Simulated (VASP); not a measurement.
Runs of VASP 6.6.1 on BaTiO3. The structure is that of space group Pm-3m (No. 221), or close to it. The cells are those of the table. 

```csv
cell,gap on the mesh (eV),pressure (GPa)
"a = 3.899, b = 3.899, c = 4.116 Å, 5 atoms",(c),9.1
"a = 4.100, b = 3.999, c = 3.999 Å, 5 atoms",1.66,0.1
"a = 3.935 Å, 5 atoms",(a),13.9
"a = 3.979, b = 4.030, c = 4.030 Å, 5 atoms",1.71,(b)
```

Alike in all rows: task single point; level PBE; potentials or basis VASP PAW PBE potentials, release 64 (Ba_sv, Ti_sv, O_h); no spin polarisation; k mesh 8 × 8 × 8; cutoff (eV) 1340; smearing gaussian 0.02 eV.

Task: Estimate the missing entries.

Result: (a) 1.85; (b) 2.4; (c) 1.69.

Caveats: spin-orbit coupling is left out, which moves the levels of the heavy elements; the stress differs along the axes, from 1 to 13 GPa (at least some runs); the cell stands under pressure (at least some runs).

A k mesh can miss the band edges, and the runs leave out spin-orbit coupling on Ba.
